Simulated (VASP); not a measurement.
The system is SrO.

```
CELL_PARAMETERS angstrom
0.00000 2.54908 2.54908
2.54908 0.00000 2.54908
2.54908 2.54908 0.00000
ATOMIC_POSITIONS crystal
Sr 0.50000 0.50000 0.50000
O 0.00000 0.00000 0.00000
```

This cell differs from its parent crystal: volume scaled by 0.98.

Base run:

* Program: VASP 6.6.1
* Functional: PBEsol
* Potentials or basis: VASP PAW PBE potentials, release 64 (Sr_sv, O)
* Cutoff: 520 eV
* k mesh: 9 × 9 × 9
* Occupations: fermi-dirac, width 0.05 eV
* Spin: no spin polarisation

Its results: band gap on the k mesh 3.19 eV, indirect (least direct gap 3.27 eV); pressure 2.1 GPa.

Question: The run is repeated on the same cell with these changes: functional from PBEsol to revPBE; dispersion from none to D3(BJ). What comes out?

Answer: Band gap on the k mesh 3.39 eV, indirect (least direct gap 3.47 eV); pressure 3.8 GPa.

Several settings changed at once, so the effect can't be laid on one alone.

Caveats: the PAW data sets were made with another functional, which shifts forces and pressure a little.

A k mesh can miss the band edges.
